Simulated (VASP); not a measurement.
CrO2:

```
CELL_PARAMETERS angstrom
1.28209 0.74022 5.20205
-1.28209 0.74022 5.20205
0.00000 -1.48044 5.20205
ATOMIC_POSITIONS crystal
Cr 0.00067 0.00067 0.00067
O 0.41581 0.41581 0.41581
O 0.25222 0.25222 0.25222
```

```yaml
Program: VASP 6.6.1
Task: relaxation of cell and atoms
Functional: PBEsol
Potentials_or_basis: VASP PAW PBE potentials, release 64 (Cr_pv, O)
Cutoff: 600 eV
k_mesh: 12 × 12 × 12
Occupations: gaussian, width 0.1 eV
Spin: no spin polarisation
```

At the start: pressure -16.5 GPa; volume 9.87 Å³/atom.

Problem. How do energy, volume and symmetry change on relaxing?

Solution. Over 17 steps the energy falls by 145.2 meV/atom and the volume is 10.01 Å³/atom (+1.4 %); space group R3m (No. 160, to 0.1 Å) before and after.

The path:
```tsv
step	energy change (eV)	largest force (eV/Å)	pressure (GPa)	volume (Å³)
1	0.0000	3.2919	-16.54	29.62
2	1.1536	8.7630	74.07	25.31
3	-0.3998	0.5789	2.78	28.04
4	-0.4066	0.2066	5.41	27.89
5	-0.4069	0.1013	6.17	27.84
6	-0.4218	0.0496	-3.09	28.99
7	-0.4290	0.0706	0.10	28.56
8	-0.4295	0.0225	0.39	28.60
9	-0.4299	0.0636	0.86	28.66
10	-0.4300	0.1053	1.13	28.69
11	-0.4301	0.1023	1.11	28.70
12	-0.4304	0.0987	1.01	28.74
13	-0.4310	0.0894	0.82	28.82
14	-0.4320	0.0722	0.51	28.99
15	-0.4335	0.0386	0.01	29.31
16	-0.4347	0.0190	-0.94	29.97
17	-0.4355	0.0118	-0.19	30.04
```

Final structure:
```
CELL_PARAMETERS angstrom
1.29621 0.74836 5.16142
-1.29621 0.74836 5.16142
0.00000 -1.49673 5.16142
ATOMIC_POSITIONS crystal
Cr 0.00067 0.00067 0.00067
O 0.40831 0.40831 0.40831
O 0.25972 0.25972 0.25972
```

Caveat: the PAW data sets were made with another functional, which shifts forces and pressure a little.
